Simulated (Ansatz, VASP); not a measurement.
# One calculation of MgS5, two programs

```
Mg S
1.0
     6.52251    0.00000    0.00000
    -3.26125    5.64866    0.00000
     0.00000    0.00000    3.28256
Mg S
1 5
Direct
  0.00000 0.00000 0.00000
  0.50000 0.00000 0.50000
  0.50000 0.50000 0.50000
  0.00000 0.50000 0.50000
  0.33333 0.66667 0.00000
  0.66667 0.33333 0.00000
```

Change from the starting cell: species swapped into the YCu5 type (P6/mmm, No. 191).

Alike in both runs: functional PBE; k mesh 3 × 3 × 6; occupations gaussian, width 0.1 eV; no spin polarisation.

Ansatz relaxed the structure, and its values are those at the end. VASP's run is a single point on that final structure, the one shown.

```csv
,VASP,Ansatz
version,VASP 6.6.1,Ansatz 0.2.0
potentials or method,"VASP PAW PBE potentials, release 64 (Mg, S), cutoff 520 eV","scalar-relativistic, plane waves, PAW"
valence electrons in the cell,32,40
```

```tsv
	VASP	Ansatz	Ansatz less VASP
gap on the k mesh at the Fermi level (eV)	none	none	-
pressure (GPa)	0.1	0.2	+0.13
```

A gap of «none» marks a metal or a gap that the smearing closes. With one functional, cell and mesh, what is left measures potentials, basis and numerics. VASP's potentials hold 32 valence electrons a cell and Ansatz's 40, so a difference there can come from the potentials and not from the codes.

The k mesh is coarse, so the values compare programs but aren't converged.
